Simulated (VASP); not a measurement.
A run of VASP 6.6.1:

Contents of POSCAR:

```
C
1.0
    0.0000000000      1.7835000000      1.7835000000
    1.7835000000      0.0000000000      1.7835000000
    1.7835000000      1.7835000000      0.0000000000
C
2
Direct
    0.0000000000      0.0000000000      0.0000000000
    0.2500000000      0.2500000000      0.2500000000
```

INCAR.step1

```
SYSTEM = C
  PREC = Accurate
  ENCUT = 500
  EDIFF = 1E-8
  ISMEAR = 0
  SIGMA = 0.01
  LREAL = .False.
  LASPH = .True.
  NELM = 100
  ALGO = Normal
  LWAVE = .True.
  LCHARG = .False.
  GGA = PE
```

The input INCAR.step2:

```
SYSTEM = C
  PREC = Accurate
  ENCUT = 500
  EDIFF = 1E-8
  ISMEAR = 0
  SIGMA = 0.01
  LREAL = .False.
  LASPH = .True.
  NELM = 1
  ALGO = Exact
  LWAVE = .True.
  LCHARG = .False.
  GGA = PE
  NBANDS = 222
  LOPTICS = .True.
  ISTART = 1
```

The input INCAR.step3:

```
SYSTEM = C
  PREC = Accurate
  ENCUT = 500
  EDIFF = 1E-8
  ISMEAR = 0
  SIGMA = 0.01
  LREAL = .False.
  LASPH = .True.
  ALGO = EVGW0
  LWAVE = .False.
  LCHARG = .False.
  GGA = PE
  NELMGW = 1
  NBANDS = 222
  ENCUTGW = 200
  NOMEGA = 48
  PRECFOCK = Fast
  ISTART = 1
  NBANDSGW = 12
```

File KPOINTS:

```
Automatic mesh
0
Gamma
  2 2 2
  0 0 0
```

Potentials or basis: VASP PAW PBE potentials, release 64 (C_GW).

The run is started by

```bash
$ cat potpaw_PBE.64/C_GW/POTCAR > POTCAR
$ cp INCAR.step1 INCAR
$ mpirun -np 1 vasp_std > vasp.out
$ cp INCAR.step2 INCAR
$ mpirun -np 1 vasp_std > vasp.out
$ cp INCAR.step3 INCAR
$ mpirun -np 1 vasp_std > vasp.out
```

Hardware: 1 thread of Intel Xeon 8259CL, on a shared host.

Task: Estimate the wall time of this run.

Result: It took 7.8 s on 1 thread of Intel Xeon 8259CL, on a shared host, peak memory 0.13 GiB. Counts: k points 3.
